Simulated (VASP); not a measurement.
# Be3Si (I4/mmm) in VASP: single point with PBE

Aim: the single point of Be3Si with PBE.

All numbers are computed with VASP 6.6.1; they aren't measurements. Logs are shortened: lines on timing, memory, paths and dates and some standing lists are left out, and cuts for length are marked.

## 1. The cell of the first run

It takes space group I4/mmm (No. 139, tetragonal). Conventional cell: a = 3.515 Å, b = 3.515 Å, c = 6.952 Å, α = 90.00°, β = 90.00°, γ = 90.00°. Be (site symmetry -4m2) has 8 Be at 2.47 to 2.49 Å and 4 Si at 2.47 Å within 3.3 Å. Be (site symmetry 4/mmm) has 8 Be at 2.47 Å and 4 Si at 2.49 Å within 3.3 Å. Si (site symmetry 4/mmm) has 12 Be at 2.47 to 2.49 Å within 3.3 Å.

## 2. Single point, PBE (strained)

Input file INCAR:

```
SYSTEM = Be3Si
ALGO = Fast
EDIFF = 1E-6
ENCUT = 520
GGA = PE
ISIF = 2
ISMEAR = 0
LASPH = .TRUE.
LCHARG = .FALSE.
LREAL = .FALSE.
LWAVE = .FALSE.
NBANDS = 13
NELM = 60
PREC = Accurate
SIGMA = 0.1
```

Input file KPOINTS:

```
k-points
0
G
  18 18 18
  0 0 0
```

Input file POSCAR:

```
Be3Si
1.0
   -1.7575175404      1.7575175404      3.4760546362
    1.7575175404     -1.7575175404      3.4760546362
    1.7575175404      1.7575175404     -3.4760546362
Be Si
3 1
Direct
    0.7500000000      0.2500000000      0.5000000000
    0.2500000000      0.7500000000      0.5000000000
    0.5000000000      0.5000000000      0.0000000000
    0.0000000000      0.0000000000      0.0000000000
```

Potentials or basis: VASP PAW PBE potentials, release 64 (Be, Si).

Run with:

```sh
> cat potpaw_PBE.64/Be/POTCAR potpaw_PBE.64/Si/POTCAR > POTCAR
> mpirun -np 1 vasp_std > vasp.out
```

OUTCAR:

```text
SYSTEM = Be3Si
   EDIFF = 1E-6
   ENCUT = 520
   GGA = PE
   ISIF = 2
   ISMEAR = 0
   LASPH = .TRUE.
   LREAL = .FALSE.
   NELM = 60
   PREC = Accurate

 ion  position               nearest neighbor table
   1  0.750  0.250  0.500-   4 2.47   4 2.47   4 2.47   4 2.47
   2  0.250  0.750  0.500-   4 2.47   4 2.47   4 2.47   4 2.47
   3  0.500  0.500  0.000-   4 2.49   4 2.49   4 2.49   4 2.49
   4  0.000  0.000  0.000-   1 2.47   2 2.47   1 2.47   2 2.47   1 2.47   2 2.47   1 2.47   2 2.47
                             3 2.49   3 2.49   3 2.49   3 2.49

  LATTYP: Found a body centered tetragonal cell.
 ALAT       =     3.5150350808
 C/A-ratio  =     1.9778207365

  Lattice vectors:

 A1 = (  -1.7575175404,   1.7575175404,   3.4760546362)
 A2 = (   1.7575175404,  -1.7575175404,   3.4760546362)
 A3 = (   1.7575175404,   1.7575175404,  -3.4760546362)

Analysis of symmetry for initial positions (statically):
=====================================================================
 Subroutine PRICEL returns:
 Original cell was already a primitive cell.

 Routine SETGRP: Setting up the symmetry group for a
 body centered tetragonal supercell.

 Subroutine GETGRP returns: Found 16 space group operations
 (whereof 16 operations were pure point group operations)
 out of a pool of 16 trial point group operations.

The static configuration has the point symmetry D_4h.

Analysis of symmetry for dynamics (positions and initial velocities):
=====================================================================
 Subroutine PRICEL returns:
 Original cell was already a primitive cell.

 Routine SETGRP: Setting up the symmetry group for a
 body centered tetragonal supercell.

 Subroutine GETGRP returns: Found 16 space group operations
 (whereof 16 operations were pure point group operations)
 out of a pool of 16 trial point group operations.

The dynamic configuration has the point symmetry D_4h.

 Subroutine INISYM returns: Found 16 space group operations
 (whereof 16 operations are pure point group operations),
 and found     1 'primitive' translations

----------------------------------------------------------------------------------------

                                     Primitive cell

  volume of cell :      42.9483

  direct lattice vectors                    reciprocal lattice vectors
    -1.757517540  1.757517540  3.476054636     0.000000000  0.284492182  0.143841237
     1.757517540 -1.757517540  3.476054636     0.284492182  0.000000000  0.143841237
     1.757517540  1.757517540 -3.476054636     0.284492182  0.284492182  0.000000000

  length of vectors
     4.273253052  4.273253052  4.273253052     0.318788493  0.318788493  0.402332702

  position of ions in fractional coordinates (direct lattice)
     0.750000000  0.250000000  0.500000000
     0.250000000  0.750000000  0.500000000
     0.500000000  0.500000000  0.000000000
     0.000000000  0.000000000  0.000000000

  ion indices of the primitive-cell ions
   primitive index   ion index
                 1           1
                 2           2
                 3           3
                 4           4

----------------------------------------------------------------------------------------

 KPOINTS: k-points

Automatic generation of k-mesh.
 Grid dimensions read from file:
 generate k-points for:   18   18   18

 Generating k-lattice:

  Cartesian coordinates                     Fractional coordinates (reciprocal lattice)
     0.000000000  0.015805121  0.007991180     0.055555556  0.000000000  0.000000000
     0.015805121  0.000000000  0.007991180     0.000000000  0.055555556  0.000000000
     0.015805121  0.015805121  0.000000000     0.000000000  0.000000000  0.055555556

  Length of vectors
     0.017710472  0.017710472  0.022351817

  Shift w.r.t. Gamma in fractional coordinates (k-lattice)
     0.000000000  0.000000000  0.000000000

 Subroutine IBZKPT returns following result:
 ===========================================

 Found    480 irreducible k-points:

 Following reciprocal coordinates:
            Coordinates               Weight
  0.000000  0.000000  0.000000      1.000000
  0.055556 -0.000000  0.000000      8.000000
  0.111111 -0.000000  0.000000      8.000000
  0.166667 -0.000000  0.000000      8.000000
  0.222222  0.000000  0.000000      8.000000
  0.277778 -0.000000  0.000000      8.000000
[... 16 lines left out ...]
 -0.277778  0.055556 -0.000000     16.000000
 -0.222222  0.055556 -0.000000     16.000000
 [... further k-points ...]
   k-points           NKPTS =    480   k-points in BZ     NKDIM =    480   number of bands    NBANDS=     13
   number of dos      NEDOS =    301   number of ions     NIONS =      4
   total plane-waves  NPLWV =  32768
   dimension x,y,z NGX =    32 NGY =   32 NGZ =   32
   dimension x,y,z NGXF=    64 NGYF=   64 NGZF=   64
   ions per type =               3   1
   NGX,Y,Z   is equivalent  to a cutoff of  12.45, 12.45, 12.45 a.u.
   NGXF,Y,Z  is equivalent  to a cutoff of  24.90, 24.90, 24.90 a.u.
 SYSTEM =  Be3Si
   PREC   = accura    normal or accurate (medium, high low for compatibility)
   ISTART =      0    job   : 0-new  1-cont  2-samecut
   ICHARG =      2    charge: 1-file 2-atom 10-const
   ISPIN  =      1    spin polarized calculation?
   LNONCOLLINEAR =      F non collinear calculations
   LSORBIT =      F    spin-orbit coupling
   LASPH  =      T    aspherical Exc in radial PAW
   ENCUT  =  520.0 eV  38.22 Ry    6.18 a.u.   7.95  7.95  7.95*2*pi/ulx,y,z
   NELM   =     60;   NELMIN=  2; NELMDL= -5     # of ELM steps
   EDIFF  = 0.1E-05   stopping-criterion for ELM
   LREAL  =      F    real-space projection
   EDIFFG = 0.1E-04   stopping-criterion for IOM
   NSW    =      0    number of steps for IOM
   IBRION =     -1    ionic relax: 0-MD 1-quasi-New 2-CG
   NFREE  =      0    steps in history (QN), initial steepest desc. (CG)
   ISIF   =      2    stress and relaxation
   ISYM   =      2    0-nonsym 1-usesym 2-fastsym
   POTIM  = 0.5000    time-step for ionic-motion
   TEBEG  =    0.0;   TEEND  =   0.0 temperature during run
   PSTRESS=    0.0 pullay stress
   NELECT =      10.0000    total number of electrons
   NUPDOWN=      -1.0000    fix difference up-down
   EMIN   =  10.00;   EMAX   =-10.00  energy-range for DOS
   EFERMI =   0.00;   METHOD = LEGACY
   ISMEAR =     0;   SIGMA  =   0.10  broadening in eV -4-tet -1-fermi 0-gaus
   EFERMI_NEDOS =   21; number of points for ismear=-14 and -15
   IALGO  =     68    algorithm
   IMIX   =      4    mixing-type and parameters
     AMIX     =   0.40;   BMIX     =  1.00
     AMIX_MAG =   1.60;   BMIX_MAG =  1.00
  volume/ion in A,a.u.               =      10.74        72.46
  Fermi-wavevector in a.u.,A,eV,Ry     =   1.007147  1.903232 13.801002  1.014345
  Thomas-Fermi vector in A             =   2.139934
   LORBIT       =      0    0 simple, 1 ext, 2 COOP (PROOUT), +10 PAW based schemes
   GGA     = PE    functional components
   LHFCALC =     F    Hartree Fock is set to
   AEXX    =    0.0000 exact exchange contribution
   IVDW    =     0    specifies the selected vdW correction
   LEPSILON=     F    determine dielectric tensor
   LRPA    =     F    only Hartree local field effects (RPA)
 non-spin polarized calculation
 RMM-DIIS sequential band-by-band and
 Gauss-broadening in eV      SIGMA  =   0.10
  energy-cutoff  :      520.00
  volume of cell :       42.95
 maximum number of plane-waves:      1208
   NGX = 15   NGY = 15   NGZ = 15

 number of electron      10.0000000 magnetization

 Free energy of the ion-electron system (eV)
  ---------------------------------------------------
  ext. energy  EPLUGINS =         0.00000000
  ---------------------------------------------------
  free energy    TOTEN  =       -15.54318570 eV

  energy without entropy =      -15.53756114  energy(sigma->0) =      -15.54037342

 E-fermi :   7.1975     XC(G=0): -10.4053

 val. band max:        7.1902779026   @ k =  -0.3889   0.3889   0.1667
 cond. band min:       7.1997054306   @ k =  -0.4444   0.2778   0.0000
 fundamental gap:      0.0094275280
 Fermi energy:         7.1974567663

 k-point     1 :       0.0000    0.0000    0.0000
  band No.  band energies     occupation
      1      -4.9676      2.00000
      2       4.1879      2.00000
      3       6.6068      2.00000
      4       6.6068      2.00000
      5       7.3954      0.00512
      6       7.3954      0.00512
      7       8.0550      0.00000
      8       8.3883      0.00000
      9       9.2554      0.00000
     10      11.0541      0.00000
     11      13.5408      0.00000
     12      14.1369      0.00000
     13      14.1369      0.00000

 k-point     2 :       0.0556   -0.0000    0.0000
  band No.  band energies     occupation
      1      -4.9294      2.00000
      2       4.1374      2.00000
      3       6.0708      2.00000
      4       6.5351      2.00000
      5       7.1080      1.79402
      6       7.5537      0.00000
      7       8.1863      0.00000
      8       8.7757      0.00000
      9       9.5988      0.00000
     10      11.2115      0.00000
     11      13.6304      0.00000
     12      13.7204      0.00000
     13      14.1096      0.00000

 k-point     3 :       0.1111   -0.0000    0.0000
  band No.  band energies     occupation
      1      -4.8149      2.00000
      2       3.9884      2.00000
      3       5.1143      2.00000
      4       6.4189      2.00000
      5       6.5388      2.00000
      6       7.9293      0.00000
      7       8.5000      0.00000
      8       9.4033      0.00000
      9      10.2123      0.00000
     10      11.7347      0.00000
     11      12.8769      0.00000
     12      13.9197      0.00000
     13      14.0406      0.00000
[... 305 lines left out ...]
 k-point    23 :      -0.2778    0.0556   -0.0000
  band No.  band energies     occupation
      1      -4.0622      2.00000
      2       2.0986      2.00000
      3       4.0424      2.00000
      4       4.7351      2.00000
      5       6.4054      2.00000
      6       8.9230      0.00000
      7       9.4247      0.00000
      8      10.2099      0.00000
      9      10.6578      0.00000
     10      12.6432      0.00000
     11      13.6745      0.00000
     12      14.6647      0.00000
     13      16.1528      0.00000

 k-point    24 :      -0.2222    0.0556   -0.0000
  band No.  band energies     occupation
      1      -4.3822      2.00000
      2       3.0731      2.00000
      3       4.1870      2.00000
      4       5.1664      2.00000
      5       6.3479      2.00000
      6       8.3349      0.00000
      7       9.1648      0.00000
      8      10.1642      0.00000
      9      10.9723      0.00000
     10      11.9732      0.00000
     11      13.3403      0.00000
     12      14.1190      0.00000
     13      15.2314      0.00000

 [... further k-points ...]

------------------------ aborting loop because EDIFF is reached ----------------------------------------

  FORCE on cell =-STRESS in cart. coord.  units (eV):
  Direction    XX          YY          ZZ          XY          YZ          ZX
  --------------------------------------------------------------------------------------
  -------------------------------------------------------------------------------------
  Total       -2.5714300     -2.5714300     -1.7031065      0.0000000     -0.0000000      0.0000000
  in kB      -95.9266685    -95.9266685    -63.5340392      0.0000000     -0.0000000      0.0000000
  external PRESSURE =     -85.1291254 kB  Pullay stress =       0.0000000 kB

 VOLUME and BASIS-vectors are now :
 -----------------------------------------------------------------------------
  energy-cutoff  :      520.00
  volume of cell :       42.95
      direct lattice vectors                 reciprocal lattice vectors
    -1.757517540  1.757517540  3.476054636     0.000000000  0.284492182  0.143841237
     1.757517540 -1.757517540  3.476054636     0.284492182  0.000000000  0.143841237
     1.757517540  1.757517540 -3.476054636     0.284492182  0.284492182  0.000000000

 POSITION                                       TOTAL-FORCE (eV/Angst)
 -----------------------------------------------------------------------------------
      0.00000      1.75752      1.73803         0.000000      0.000000     -0.000000
      1.75752      0.00000      1.73803        -0.000000     -0.000000      0.000000
      0.00000      0.00000      3.47605        -0.000000      0.000000      0.000000
      0.00000      0.00000      0.00000        -0.000000      0.000000      0.000000
 -----------------------------------------------------------------------------------
    total drift:                                0.000000     -0.000000     -0.000000

  FREE ENERGIE OF THE ION-ELECTRON SYSTEM (eV)
  ---------------------------------------------------
  free  energy   TOTEN  =       -15.5431856952 eV

  energy  without entropy=      -15.5375611430  energy(sigma->0) =      -15.54037342
```

Wall time 7.1 min (1 thread of AMD EPYC 7R13, shared host); peak memory 0.34 GiB.

Results:

```yaml
Free_energy: -15.5432 eV
Pressure: -8.5 GPa
Band_gap_on_the_k_mesh: zero (bands 5 and 6 overlap by 4.69 eV)
```

Caveat: the cell differs from its parent crystal (strained); the cell stands under tension.
